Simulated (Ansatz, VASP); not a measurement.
## HfN in VASP and in Ansatz

Contents of INCAR:

```
  PREC = Accurate
  ENCUT = 520
  EDIFF = 1E-6
  ISMEAR = 0
  SIGMA = 0.15
  LREAL = F
  LASPH = T
  NELM = 60
  ALGO = Fast
  ISIF = 2
  LWAVE = F
  LCHARG = F
  GGA = PS
  NBANDS = 14
```

File KPOINTS:

```
regular mesh
0
Gamma
  22 22 22
```

File POSCAR:

```
HfN
1.0
    0.0000000000      2.6160491460      2.4335340893
    2.2510190326      0.0000000000      2.4335340893
    2.2510190326      2.6160491460      0.0000000000
Hf N
1 1
Direct
    0.0000000000      0.0000000000      0.0000000000
    0.7500000000      0.7500000000      0.7500000000
```

Input for Ansatz:

```yaml
crystal:
  lattice:
    - [0.0, 2.616049146, 2.4335340893]
    - [2.2510190326, 0.0, 2.4335340893]
    - [2.2510190326, 2.616049146, 0.0]
  atoms:
    - { symbol: Hf, position: [0.0, 0.0, 0.0] }
    - { symbol: "N", position: [0.75, 0.75, 0.75] }
basis:
  ecutwfc: 420
kpoints:
  mp_grid: { grid: [22, 22, 22] }
hamiltonian:
  xc: pbesol
scf:
  occupations: { method: gaussian, width: 0.15 }
output:
  forces: true
  stress: true
  eigenvalues: true
```

Change from the starting cell: strain -0.0750 x Voigt [1, -1, 0, 0, 0, 0], atoms carried along.

Alike in both runs: task single point; functional PBEsol; k mesh 22 × 22 × 22; occupations gaussian, width 0.15 eV; no spin polarisation.

```csv
,VASP,Ansatz
version,VASP 6.6.1,Ansatz 0.2.0
potentials or method,"VASP PAW PBE potentials, release 64 (Hf_pv, N), cutoff 520 eV","scalar-relativistic, plane waves, PAW"
valence electrons in the cell,15,31
```

|  | VASP | Ansatz | Ansatz less VASP |
| --- | --- | --- | --- |
| gap on the k mesh at the Fermi level (eV) | none | none | - |
| pressure (GPa) | -0.8 | 0.1 | +0.89 |
| traceless stress, the component that is largest in VASP (GPa) | -11.66 | -11.63 | +0.033 |

VASP's potentials were made for PBE, not for PBEsol. A gap of «none» marks a metal or a gap that the smearing closes. VASP's potentials hold 15 valence electrons a cell and Ansatz's 31, so a difference there can come from the potentials and not from the codes.

Spin-orbit coupling is off throughout.
